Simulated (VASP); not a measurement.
A run of VASP 6.6.1:

The input POSCAR:

```
KCl
1.0
    3.7711682852      0.0000000000      0.0000000000
    0.0000000000      3.7711682852      0.0000000000
    0.0000000000      0.0000000000      3.7711682852
K Cl
1 1
Direct
    0.0000000000      0.0000000000      0.0000000000
    0.5000000000      0.5000000000      0.5000000000
```

INCAR.step1

```
  PREC = Accurate
  ENCUT = 500
  EDIFF = 1E-8
  ISMEAR = 0
  SIGMA = 0.01
  LREAL = F
  LASPH = T
  NELM = 100
  ALGO = Normal
  LWAVE = T
  LCHARG = F
  METAGGA = R2SCAN
  LMIXTAU = T
```

File INCAR.step2:

```
  PREC = Accurate
  ENCUT = 500
  EDIFF = 1E-8
  ISMEAR = 0
  SIGMA = 0.01
  LREAL = F
  LASPH = T
  NELM = 1
  ALGO = Exact
  LWAVE = T
  LCHARG = F
  METAGGA = R2SCAN
  LMIXTAU = T
  NBANDS = 209
  LOPTICS = T
  ISTART = 1
```

INCAR.step3

```
  PREC = Accurate
  ENCUT = 500
  EDIFF = 1E-8
  ISMEAR = 0
  SIGMA = 0.01
  LREAL = F
  LASPH = T
  ALGO = EVGW0
  LWAVE = F
  LCHARG = F
  METAGGA = R2SCAN
  LMIXTAU = T
  NELMGW = 1
  NBANDS = 209
  ENCUTGW = 140.0
  NOMEGA = 96
  PRECFOCK = Fast
  ISTART = 1
  NBANDSGW = 16
  OMEGAMAX = 20
```

KPOINTS

```
Automatic mesh
0
Gamma
  4 4 4
```

Potentials or basis: VASP PAW PBE potentials, release 64 (K_sv_GW, Cl_GW).

Command:

```console
$ cat potpaw_PBE.64/K_sv_GW/POTCAR potpaw_PBE.64/Cl_GW/POTCAR > POTCAR
$ cp INCAR.step1 INCAR
$ mpirun -np 1 vasp_std > vasp.out
$ cp INCAR.step2 INCAR
$ mpirun -np 1 vasp_std > vasp.out
$ cp INCAR.step3 INCAR
$ mpirun -np 1 vasp_std > vasp.out
```

Hardware: 1 thread of Intel(R) Xeon(R) 6975P-C (Granite Rapids), on a shared host.

**Question.** How long does it take, and how much memory?

**Answer.** It took 4.5 min on 1 thread of Intel(R) Xeon(R) 6975P-C (Granite Rapids), with other jobs on the host, peak memory 0.7 GiB. Counts: k points 10.
